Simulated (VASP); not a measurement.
# Ge (Fd-3m) in VASP: a series of runs, part 2 of 2

VASP 6.6.1. The steps go on from the part before.

## 4. Single point, RPBE (volume scaled by 1.12)

Contents of INCAR:

```
PREC = Accurate ; ENCUT = 520
EDIFF = 1E-7 ; ISMEAR = -1
SIGMA = 0.05 ; LREAL = False
LASPH = True ; NELM = 60
ALGO = Normal ; ISIF = 2
LWAVE = False ; LCHARG = True
GGA = RP ; LELF = True
LVHAR = True ; NBANDS = 21
```

Contents of KPOINTS:

```
Automatic mesh
0
Gamma
  9 9 9
```

Contents of POSCAR:

```
Ge
1.0
    0.0000000000      3.0253630708      3.0253630708
    3.0253630708      0.0000000000      3.0253630708
    3.0253630708      3.0253630708      0.0000000000
Ge
2
Direct
    0.5000000000      0.5000000000      0.5000000000
    0.7500000000      0.7500000000      0.7500000000
```

Potentials or basis: VASP PAW PBE potentials, release 64 (Ge_d).

Launch:

```console
cat potpaw_PBE.64/Ge_d/POTCAR > POTCAR
mpirun -np 1 vasp_std > vasp.out
```

OUTCAR:

```text
PREC = Accurate
   ENCUT = 520
   EDIFF = 1E-7
   ISMEAR = -1
   LREAL = False
   LASPH = True
   NELM = 60
   ISIF = 2
   GGA = RP

 ion  position               nearest neighbor table
   1  0.500  0.500  0.500-   2 2.62   2 2.62   2 2.62   2 2.62
   2  0.750  0.750  0.750-   1 2.62   1 2.62   1 2.62   1 2.62

  LATTYP: Found a face centered cubic cell.
 ALAT       =     6.0507261416

  Lattice vectors:

 A1 = (   0.0000000000,   3.0253630708,   3.0253630708)
 A2 = (   3.0253630708,   0.0000000000,   3.0253630708)
 A3 = (   3.0253630708,   3.0253630708,   0.0000000000)

Analysis of symmetry for initial positions (statically):
=====================================================================
 Subroutine PRICEL returns:
 Original cell was already a primitive cell.

 Routine SETGRP: Setting up the symmetry group for a
 face centered cubic supercell.

 Subroutine GETGRP returns: Found 48 space group operations
 (whereof 24 operations were pure point group operations)
 out of a pool of 48 trial point group operations.

The static configuration has the point symmetry T_d .
 The point group associated with its full space group is O_h .

Analysis of symmetry for dynamics (positions and initial velocities):
=====================================================================
 Subroutine PRICEL returns:
 Original cell was already a primitive cell.

 Routine SETGRP: Setting up the symmetry group for a
 face centered cubic supercell.

 Subroutine GETGRP returns: Found 48 space group operations
 (whereof 24 operations were pure point group operations)
 out of a pool of 48 trial point group operations.

The dynamic configuration has the point symmetry T_d .
 The point group associated with its full space group is O_h .

 Subroutine INISYM returns: Found 48 space group operations
[... 103 lines left out ...]
   ISIF   =      2    stress and relaxation
   ISYM   =      2    0-nonsym 1-usesym 2-fastsym
   POTIM  = 0.5000    time-step for ionic-motion
   TEBEG  =    0.0;   TEEND  =   0.0 temperature during run
   PSTRESS=    0.0 pullay stress
   NELECT =      28.0000    total number of electrons
   NUPDOWN=      -1.0000    fix difference up-down
   EMIN   =  10.00;   EMAX   =-10.00  energy-range for DOS
   EFERMI =   0.00;   METHOD = LEGACY
   ISMEAR =    -1;   SIGMA  =   0.05  broadening in eV -4-tet -1-fermi 0-gaus
   EFERMI_NEDOS =   21; number of points for ismear=-14 and -15
   IALGO  =     38    algorithm
   IMIX   =      4    mixing-type and parameters
     AMIX     =   0.40;   BMIX     =  1.00
     AMIX_MAG =   1.60;   BMIX_MAG =  1.00
  volume/ion in A,a.u.               =      27.69       186.87
  Fermi-wavevector in a.u.,A,eV,Ry     =   1.304187  2.464557 23.142215  1.700905
  Thomas-Fermi vector in A             =   2.435140
   LORBIT       =      0    0 simple, 1 ext, 2 COOP (PROOUT), +10 PAW based schemes
   GGA     = RP    functional components
   LHFCALC =     F    Hartree Fock is set to
   AEXX    =    0.0000 exact exchange contribution
   IVDW    =     0    specifies the selected vdW correction
   LEPSILON=     F    determine dielectric tensor
   LRPA    =     F    only Hartree local field effects (RPA)
 non-spin polarized calculation
  energy-cutoff  :      520.00
  volume of cell :       55.38
 maximum number of plane-waves:      1516
   NGX = 15   NGY = 15   NGZ = 15

 number of electron      28.0000015 magnetization

 Free energy of the ion-electron system (eV)
  ---------------------------------------------------
  ext. energy  EPLUGINS =         0.00000000
  ---------------------------------------------------
  free energy    TOTEN  =        -8.25904476 eV

  energy without entropy =       -8.25613254  energy(sigma->0) =       -8.25758865

 E-fermi :   3.1823     XC(G=0):  -8.8050

 val. band max:        3.1277941007   @ k =   0.1111   0.0000   0.0000
 cond. band min:       3.2807422578   @ k =   0.3333   0.0000   0.0000
 fundamental gap:      0.1529481572
 Fermi energy:         3.1822883199

 k-point     1 :       0.0000    0.0000    0.0000
  band No.  band energies     occupation
      1     -21.3180      2.00000
      2     -21.3180      2.00000
      3     -21.3180      2.00000
      4     -21.2956      2.00000
      5     -21.2956      2.00000
      6     -21.1723      2.00000
[... 565 lines left out ...]
     20      14.0241      0.00000
     21      15.2733      0.00000

 [... further k-points ...]
[... 5 lines left out ...]
  --------------------------------------------------------------------------------------
  -------------------------------------------------------------------------------------
  Total       -1.6597191     -1.6597191     -1.6597191      0.0000000      0.0000000     -0.0000000
  in kB      -48.0156344    -48.0156344    -48.0156344      0.0000000      0.0000000     -0.0000000
  external PRESSURE =     -48.0156344 kB  Pullay stress =       0.0000000 kB

 VOLUME and BASIS-vectors are now :
 -----------------------------------------------------------------------------
  energy-cutoff  :      520.00
  volume of cell :       55.38
      direct lattice vectors                 reciprocal lattice vectors
     0.000000000  3.025363071  3.025363071    -0.165269420  0.165269420  0.165269420
     3.025363071  0.000000000  3.025363071     0.165269420 -0.165269420  0.165269420
     3.025363071  3.025363071  0.000000000     0.165269420  0.165269420 -0.165269420

 POSITION                                       TOTAL-FORCE (eV/Angst)
 -----------------------------------------------------------------------------------
      3.02536      3.02536      3.02536        -0.000000     -0.000000     -0.000000
      4.53804      4.53804      4.53804         0.000000      0.000000      0.000000
 -----------------------------------------------------------------------------------
    total drift:                               -0.000000     -0.000000      0.000000

  FREE ENERGIE OF THE ION-ELECTRON SYSTEM (eV)
  ---------------------------------------------------
  free  energy   TOTEN  =        -8.2590447628 eV

  energy  without entropy=       -8.2561325369  energy(sigma->0) =       -8.25758865
```

OSZICAR:

```text
N       E                     dE             d eps       ncg     rms          rms(c)
DAV:   1     0.201282836830E+03    0.20128E+03   -0.14898E+04  1643   0.338E+03
DAV:   2     0.221275401374E+02   -0.17916E+03   -0.17371E+03  1470   0.634E+02
DAV:   3    -0.715432363076E+01   -0.29282E+02   -0.29111E+02  1700   0.147E+02
DAV:   4    -0.824307896389E+01   -0.10888E+01   -0.10882E+01  1650   0.332E+01
DAV:   5    -0.826246663182E+01   -0.19388E-01   -0.19387E-01  1665   0.499E+00    0.258E+00
DAV:   6    -0.825516370347E+01    0.73029E-02   -0.16407E-02  1975   0.163E+00    0.154E+00
DAV:   7    -0.825575798075E+01   -0.59428E-03   -0.29538E-02  1698   0.194E+00    0.156E-01
DAV:   8    -0.825821193963E+01   -0.24540E-02   -0.56800E-03  1653   0.948E-01    0.513E-02
DAV:   9    -0.825889408884E+01   -0.68215E-03   -0.83105E-04  1585   0.221E-01    0.175E-02
DAV:  10    -0.825903387869E+01   -0.13979E-03   -0.27667E-04  1625   0.113E-01    0.923E-03
DAV:  11    -0.825904493050E+01   -0.11052E-04   -0.38210E-05  1580   0.642E-02    0.237E-03
DAV:  12    -0.825904471939E+01    0.21111E-06   -0.14861E-06  1681   0.173E-02    0.612E-04
DAV:  13    -0.825904476282E+01   -0.43426E-07   -0.12602E-07  1319   0.302E-03
   1 F= -.82590448E+01 E0= -.82575886E+01  d E =-.291223E-02
```

Wall time 29 s (1 thread of Intel Xeon Platinum 8375C at 2.90GHz (Ice Lake), shared host); peak memory 0.18 GiB.

Results:

| Quantity | Value |
| --- | --- |
| Free energy | -8.2590 eV |
| Pressure | -4.8 GPa |
| Band gap on the k mesh | zero (band 14 reaches 3.34 eV, above the bottom of band 15 at 3.11 eV) |

Levels at points of the mesh, in eV from the Fermi level:
```tsv
k point	band 12	band 13	band 14	band 15	band 16	band 17
(0.00, 0.00, 0.00)	-1.41	0.15	0.15	0.15	2.61	2.61
```

Caveat: the cell differs from its parent crystal (volume scaled by 1.12); the PAW data sets were made with another functional, which shifts forces and pressure a little.

## 5. Single point, RPBE, non-collinear spin, zero start, spin-orbit coupling

This run uses another cell than the first one, of 24.72 Å³/atom, 0.962 times its volume.

Contents of INCAR:

```
SYSTEM = Ge
  ALGO = Normal
  EDIFF = 1E-7
  ENCUT = 520
  GGA = RP
  GGA_COMPAT = .FALSE.
  ISIF = 2
  ISMEAR = -1
  LASPH = .TRUE.
  LCHARG = .FALSE.
  LNONCOLLINEAR = .TRUE.
  LORBIT = 11
  LORBMOM = .TRUE.
  LREAL = .FALSE.
  LSORBIT = .TRUE.
  LWAVE = .FALSE.
  MAGMOM = 0 0 0 0 0 0
  NBANDS = 40
  NELM = 150
  PREC = Accurate
  SIGMA = 0.05
```

Contents of KPOINTS:

```
k-points
0
G
  7 7 7
  0 0 0
```

Contents of POSCAR:

```
Ge
1.0
    0.0000000000      2.9132079994      2.9132079994
    2.9132079994      0.0000000000      2.9132079994
    2.9132079994      2.9132079994      0.0000000000
Ge
2
Direct
    0.5000000000      0.5000000000      0.5000000000
    0.7500000000      0.7500000000      0.7500000000
```

Launch:

```console
cat potpaw_PBE.64/Ge_d/POTCAR > POTCAR
mpirun -np 1 vasp_ncl > vasp.out
```

It took 41 s on 1 thread of Intel Xeon 6975P-C (Granite Rapids), shared host; peak memory 0.32 GiB.

The run converged. Its results:

| Item | Value |
| --- | --- |
| Free energy | -8.3668 eV |
| Pressure | -0.3 GPa |
| Net moment | 0.00 μB per cell |
| Valence electrons inside the program's atomic spheres | Ge 12.34 |

Moments on the atoms (μB; x, y, z):
```
Ge  0.00 0.00 0.00
Ge  0.00 0.00 0.00
```

Caveat: the PAW data sets were made with another functional, which shifts forces and pressure a little.

## 6. Summary

```tsv
spin	cell	k mesh	gap on the mesh (eV)	pressure (GPa)
off	a = 4.174 Å, angles 60.0°, 2 atoms	9 × 9 × 9	none	-2.2
off	a = 4.227 Å, angles 60.0°, 2 atoms	9 × 9 × 9	none	-3.7
off	a = 4.279 Å, angles 60.0°, 2 atoms	9 × 9 × 9	none	-4.8
non-collinear, zero start, SOC	a = 4.120 Å, angles 60.0°, 2 atoms	7 × 7 × 7	-	-0.3
```

Alike in all rows: task single point; level RPBE; potentials or basis VASP PAW PBE potentials, release 64 (Ge_d); cutoff (eV) 520; smearing fermi-dirac 0.05 eV.

Caveats: the PAW data sets were made with another functional, which shifts forces and pressure a little.

Total energies depend on the potentials used, so only differences within one code and one set of settings carry meaning.
